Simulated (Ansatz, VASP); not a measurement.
# One calculation of AsI, two programs

Contents of INCAR:

```
SYSTEM = AsI
  PREC = Accurate
  ENCUT = 520
  EDIFF = 1E-6
  ISMEAR = 0
  SIGMA = 0.1
  LREAL = .False.
  LASPH = .True.
  NELM = 60
  ALGO = Normal
  ISIF = 2
  LWAVE = .False.
  LCHARG = .True.
  GGA = PE
  LELF = .True.
  LVHAR = .True.
  NBANDS = 13
```

The input KPOINTS:

```
Automatic mesh
0
Gamma
  6 6 4
  0 0 0
```

The input POSCAR:

```
AsI
1.0
    3.6974071557      0.0000000000      0.0000000000
    0.0000000000      3.6974071557      0.0000000000
    0.0000000000      0.0000000000      4.8462443791
As I
1 1
Direct
    0.5000000000      0.5000000000      0.5000000000
    0.0000000000      0.0000000000      0.0000000000
```

Input for Ansatz:

```yaml
crystal:
  lattice:
    - [3.6974071557, 0.0, 0.0]
    - [0.0, 3.6974071557, 0.0]
    - [0.0, 0.0, 4.8462443791]
  atoms:
    - { symbol: As, position: [0.5, 0.5, 0.5] }
    - { symbol: I, position: [0.0, 0.0, 0.0] }
basis:
  ecutwfc: 420
kpoints:
  mp_grid: { grid: [6, 6, 4] }
hamiltonian:
  xc: pbe
scf:
  occupations: { method: gaussian, width: 0.1 }
  lower_state_search: "off"
output:
  forces: true
  stress: true
  eigenvalues: true
```

Alike in both runs: task single point; functional PBE; k mesh 6 × 6 × 4; occupations gaussian, width 0.1 eV; no spin polarisation.

|  | VASP | Ansatz |
| --- | --- | --- |
| version | VASP 6.6.1 | Ansatz 0.2.0 |
| potentials or method | VASP PAW PBE potentials, release 64 (As, I), cutoff 520 eV | scalar-relativistic, plane waves, PAW |
| valence electrons in the cell | 12 | 32 |

```tsv
	VASP	Ansatz	Ansatz less VASP
gap on the k mesh at the Fermi level (eV)	none	none	-
pressure (GPa)	-5.5	-5.5	+0.02
traceless stress, the component that is largest in VASP (GPa)	-3.37	-3.37	0.000
```

A gap of «none» marks a metal or a gap that the smearing closes. With one functional, cell and mesh, what is left measures potentials, basis and numerics. VASP's potentials hold 12 valence electrons a cell and Ansatz's 32, so a difference there can come from the potentials and not from the codes.

Neither program's run includes spin-orbit coupling.
